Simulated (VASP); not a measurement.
AgCl, 2 atoms in the cell. It takes space group Cmmm (No. 65, orthorhombic). The conventional cell has a = 4.713 Å, b = 4.892 Å, c = 3.396 Å, α = 90.00°, β = 90.00°, γ = 90.00°. Within 3.8 Å of Ag (site symmetry mmm) lie 8 Cl at 2.90 to 2.98 Å and 6 Ag at 3.40 Å. Cl (site symmetry mmm) has 8 Ag at 2.90 to 2.98 Å and 6 Cl at 3.40 Å within 3.8 Å.  This cell differs from its parent crystal: shear xy strain -3.7%.

| Quantity | Value |
| --- | --- |
| Program | VASP 6.6.1 |
| Task | single point |
| Functional | r2SCAN |
| Potentials or basis | VASP PAW PBE potentials, release 64 (Ag, Cl) |
| Cutoff | 520 eV |
| k mesh | 8 × 8 × 8 |
| Occupations | gaussian, width 0.01 eV |
| Spin | no spin polarisation |
| Dipole correction | no |
| Further INCAR settings | ALGO = Normal; EDIFF = 1e-06; NBANDS = 16 |

Potentials or basis: VASP PAW PBE potentials, release 64 (Ag, Cl).

Run with:

```sh
$ cat potpaw_PBE.64/Ag/POTCAR potpaw_PBE.64/Cl/POTCAR > POTCAR
$ cp INCAR.step1 INCAR
$ mpirun -np 1 vasp_std > vasp.out
$ cp INCAR.step2 INCAR
$ mpirun -np 1 vasp_std > vasp.out
```

Hardware: 1 thread of Intel Xeon 8259CL (shared host).

How long does it take, and how much memory?

Wall time 5.2 min on 1 thread of Intel Xeon 8259CL (shared host), peak memory 0.21 GiB. Counts: k points 105.
